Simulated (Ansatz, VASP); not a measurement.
CdS in VASP and in Ansatz

INCAR

```
SYSTEM = CdS
PREC = Accurate
ENCUT = 520
EDIFF = 1E-7
ISMEAR = 0
SIGMA = 0.05
LREAL = .False.
LASPH = .True.
NELM = 100
ALGO = Normal
ISIF = 2
LWAVE = .False.
LCHARG = .False.
GGA = PS
NBANDS = 16
```

File KPOINTS:

```
regular mesh
0
Gamma
  12 12 12
  0 0 0
```

File POSCAR:

```
CdS
1.0
    0.0000000000      2.7532440000      2.7532440000
    2.7532440000      0.0000000000      2.7532440000
    2.7532440000      2.7532440000      0.0000000000
Cd S
1 1
Direct
    0.0000000000      0.0000000000      0.0000000000
    0.4836556440      0.5163443560      0.5163443560
```

Input for Ansatz:

```yaml
crystal:
  lattice:
    - [0.0, 2.753244, 2.753244]
    - [2.753244, 0.0, 2.753244]
    - [2.753244, 2.753244, 0.0]
  atoms:
    - { symbol: Cd, position: [0.0, 0.0, 0.0] }
    - { symbol: S, position: [0.483655644, 0.516344356, 0.516344356] }
basis:
  ecutwfc: 420
kpoints:
  mp_grid: { grid: [12, 12, 12] }
hamiltonian:
  xc: pbesol
scf:
  occupations: { method: gaussian, width: 0.05 }
output:
  forces: true
  stress: true
  eigenvalues: true
  populations: true
```

Change from the starting cell: one atom moved.

Alike in both runs: task single point; functional PBEsol; k mesh 12 × 12 × 12; occupations gaussian, width 0.05 eV; no spin polarisation.

```csv
,VASP,Ansatz
version,VASP 6.6.1,Ansatz 0.2.0
potentials or method,"VASP PAW PBE potentials, release 64 (Cd, S), cutoff 520 eV","scalar-relativistic, plane waves, PAW"
valence electrons in the cell,18,26
```

|  | VASP | Ansatz | Ansatz less VASP |
| --- | --- | --- | --- |
| gap on the k mesh at the Fermi level (eV) | 0.14 | 0.15 | +0.009 |
| least direct gap on the mesh (eV) | 1.41 | 1.43 | +0.022 |
| pressure (GPa) | -3.8 | -4.2 | -0.43 |
| traceless stress, the component that is largest in VASP (GPa) | 0.48 | 0.47 | -0.014 |
| rms of the force components (eV/Å) | 0.061 | 0.055 | -0.0052 |

VASP's potentials were made for PBE, not for PBEsol. Atom by atom the forces differ by 0.005 eV/Å (rms over components). VASP's potentials hold 18 valence electrons a cell and Ansatz's 26, so a difference there can come from the potentials and not from the codes.
